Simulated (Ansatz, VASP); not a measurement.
**Ta2N in VASP and in Ansatz**

```
Ta N
1.0
     3.07862    0.00000    0.00000
    -1.53931    2.66616    0.00000
     0.00000    0.00000    4.82326
Ta N
2 1
Direct
  0.67604 0.35209 0.74626
  0.32396 0.64791 0.25374
  0.00000 0.00000 0.00000
```

Change from the starting cell: mode 4 (105.5 1/cm) frozen in, largest displacement -0.050 Å.

Alike in both runs: task single point; functional PBEsol; k mesh 18 × 18 × 10; occupations gaussian, width 0.15 eV; no spin polarisation.

|  | VASP | Ansatz |
| --- | --- | --- |
| version | VASP 6.6.1 | Ansatz 0.2.0 |
| potentials or method | VASP PAW PBE potentials, release 64 (Ta_pv, N), cutoff 520 eV | scalar-relativistic, plane waves, PAW |
| valence electrons in the cell | 27 | 31 |

VASP gave:

- gap on the k mesh at the Fermi level (eV): none
- pressure (GPa): 1.0
- traceless stress, the component that is largest in VASP (GPa): 2.58
- rms of the force components (eV/Å): 0.190

Problem. What did Ansatz give for the same quantities?

Solution. gap on the k mesh at the Fermi level (eV): none; pressure (GPa): 0.4; traceless stress, the component that is largest in VASP (GPa): 2.54; rms of the force components (eV/Å): 0.184.

VASP's potentials were made for PBE, not for PBEsol. Atom by atom the forces differ by 0.027 eV/Å (rms over components). A gap of «none» marks a metal or a gap that the smearing closes. The functional is the same, so the differences come from potentials, cutoffs and numerics. VASP's potentials hold 27 valence electrons a cell and Ansatz's 31, so a difference there can come from the potentials and not from the codes.

Spin-orbit coupling is off throughout.
